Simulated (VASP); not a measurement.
A run of VASP 6.6.1 is set up as follows.

Contents of INCAR:

```
PREC = Accurate
ENCUT = 500
EDIFF = 1E-6
ISMEAR = 0
SIGMA = 0.2
LREAL = F
LASPH = T
NELM = 120
ALGO = Normal
ISIF = 2
LWAVE = F
LCHARG = F
GGA = PE
NBANDS = 58
GGA_COMPAT = F
```

KPOINTS

```
regular mesh
0
Gamma
  4 4 2
```

Contents of POSCAR:

```
NaHf3NbBi3
1.0
    4.2060367715      0.0000000000      0.0000000000
    0.0000000000      4.2060367715      0.0000000000
    0.0000000000      0.0000000000     11.7399561217
Na Hf Nb Bi
1 3 1 3
Direct
    0.0000000000      0.0000000000      0.5000000000
    0.0000000000      0.0000000000      0.7555135865
    0.5000000000      0.5000000000      0.0000000000
    0.0000000000      0.0000000000      0.2444864135
    0.5000000000      0.5000000000      0.5000000000
    0.5000000000      0.5000000000      0.7426810641
    0.0000000000      0.0000000000      0.0000000000
    0.5000000000      0.5000000000      0.2573189359
```

Potentials or basis: VASP PAW PBE potentials, release 64 (Na_pv, Hf_pv, Nb_sv, Bi_d).

Launch:

```console
$ cat potpaw_PBE.64/Na_pv/POTCAR potpaw_PBE.64/Hf_pv/POTCAR potpaw_PBE.64/Nb_sv/POTCAR potpaw_PBE.64/Bi_d/POTCAR > POTCAR
$ mpirun -np 1 vasp_std > vasp.out
```

Question: Predict the pressure.

Answer: -0.3 GPa.

Question: Estimate the band gap on the k mesh.

Answer: Zero (an odd number of electrons rules out a gap without spin polarisation).

Question: Estimate the largest force.

Answer: 0.024 eV/Å.

Forces on the atoms (eV/Å):
```
Na   0.000  0.000  0.000
Hf   0.000  0.000  0.021
Hf   0.000  0.000  0.000
Hf   0.000  0.000 -0.021
Nb   0.000  0.000  0.000
Bi   0.000  0.000  0.024
Bi   0.000  0.000  0.000
Bi   0.000  0.000 -0.024
```

Caveat: the k points lie up to 0.37 Å⁻¹ apart, too coarse for converged energies and pressures of a metal; spin-orbit coupling is left out, which moves the levels of the heavy elements.
